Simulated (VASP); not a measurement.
Crystal: PbSe (Clausthalite).

```xyz
2
Lattice="0.0000 3.0697 3.0697 3.0697 0.0000 3.0697 3.0697 3.0697 0.0000" Properties=species:S:1:pos:R:3 pbc="T T T"
Pb    0.0000    0.0000    0.0000
Se    3.0697    3.0697    3.0697
```

Base run:

| Quantity | Value |
| --- | --- |
| Program | VASP 6.6.1 |
| Functional | r2SCAN |
| Potentials or basis | VASP PAW PBE potentials, release 64 (Pb_d, Se) |
| Cutoff | 520 eV |
| k mesh | 6 × 6 × 6 |
| Occupations | gaussian, width 0.01 eV |
| Spin | no spin polarisation |

Its results: band gap on the k mesh 0.61 eV, direct; pressure 1.0 GPa.

**Question.** The run is repeated on the same cell with these changes: functional from r2SCAN to PBE; further incar settings from ALGO = Normal; EDIFF = 1e-07; NBANDS = 17 to ALGO = Normal; EDIFF = 1e-06; NBANDS = 17. What comes out?

**Answer.** Band gap on the k mesh 0.32 eV, direct; pressure 1.9 GPa.

Caveats: spin-orbit coupling is left out, which moves the levels of the heavy elements; the PAW data sets were made with another functional, which shifts forces and pressure a little (some runs).

A k mesh can miss the band edges.
